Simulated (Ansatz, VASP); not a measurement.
**Two plane-wave programs on Be**

The input INCAR:

```
SYSTEM = Be
ALGO = Normal ; EDIFF = 1E-7
EDIFFG = -0.002 ; ENCUT = 600
GGA = PS ; IBRION = 2
ISIF = 3 ; ISMEAR = -1
LASPH = .True. ; LCHARG = .False.
LREAL = .False. ; LWAVE = .False.
NELM = 80 ; NSW = 100
PREC = Accurate ; SIGMA = 0.05
```

File KPOINTS:

```
k-points
0
Gamma
  22 22 12
  0 0 0
```

Contents of POSCAR:

```
Be
1.0
    2.2853000000      0.0000000000      0.0000000000
   -1.1426500000      1.9791278553      0.0000000000
    0.0000000000      0.0000000000      3.5842000000
Be
2
Direct
    0.3333333333      0.6666666667      0.2500000000
    0.6666666667      0.3333333333      0.7500000000
```

Input for Ansatz:

```yaml
crystal:
  lattice:
    - [2.28530000001, 0.0, 0.0]
    - [-1.14265000001, 1.97912785528, 0.0]
    - [0.0, 0.0, 3.5842]
  atoms:
    - { symbol: Be, position: [0.333333333333, 0.666666666667, 0.25] }
    - { symbol: Be, position: [0.666666666667, 0.333333333333, 0.75] }
kpoints:
  mp_grid: { grid: [22, 22, 12] }
scf:
  occupations: { method: fermi_dirac, width: 0.05 }
hamiltonian:
  xc: pbesol
  pseudopotentials: { kind: paw }
relax:
  f_tol: 0.002
  max_steps: 80
  cell: {}
output:
  forces: true
  stress: true
```

Alike in both runs: task relaxation of cell and atoms; functional PBEsol; k mesh 22 × 22 × 12; occupations fermi-dirac, width 0.05 eV; no spin polarisation.

```csv
,VASP,Ansatz
version,VASP 6.6.1,Ansatz 0.2.0
potentials or method,"VASP PAW PBE potentials, release 64 (Be)","PAW with Ansatz's default frozen-core files, scalar-relativistic"
plane-wave cutoff (eV),600,420
valence electrons in the cell,4,4
```

VASP gave:

* relaxed volume (Å³/atom): 7.86
* relaxed cell length with the largest relative difference (Å): 3.564

Task: Which values does Ansatz return?

Result: Relaxed volume (Å³/atom): 7.83; relaxed cell length with the largest relative difference (Å): 3.561.

VASP's potentials were made for PBE, not for PBEsol.
